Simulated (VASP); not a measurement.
Runs of VASP 6.6.1 on Te2Mo. The structure is that of space group P-6m2 (No. 187), or close to it. The cells are those of the table. 

```csv
cell,gap on the mesh (eV),pressure (GPa),largest force (eV/Å)
"a = 3.414, b = 3.414, c = 7.981 Å, angles 90.0, 90.0, 120.0°, 3 atoms",0.75,-0.6,0.79
"a = 3.617, b = 3.617, c = 7.091 Å, angles 90.0, 90.0, 120.0°, 3 atoms",0.19,2.5,1.08
"a = 3.577, b = 3.577, c = 7.268 Å, angles 90.0, 90.0, 120.0°, 3 atoms",(a),1.8,1.14
"a = 3.454, b = 3.454, c = 7.802 Å, angles 90.0, 90.0, 120.0°, 3 atoms",0.89,(b),0.31
```

Alike in all rows: task single point; level PBE+D3(BJ); potentials or basis VASP PAW PBE potentials, release 64 (Te, Mo_sv); no spin polarisation; k mesh 9 × 9 × 4; cutoff (eV) 520; smearing gaussian 0.05 eV.

**Question.** Fill in the values left out.

**Answer.** (a) 0.59; (b) -0.5.

Caveats: spin-orbit coupling is left out, which moves the levels of the heavy elements; forces of over 1 eV/Å act on the atoms, so gaps and moduli don't describe the material at rest (some runs).

A k mesh can miss the band edges, and the runs leave out spin-orbit coupling on Mo, Te.
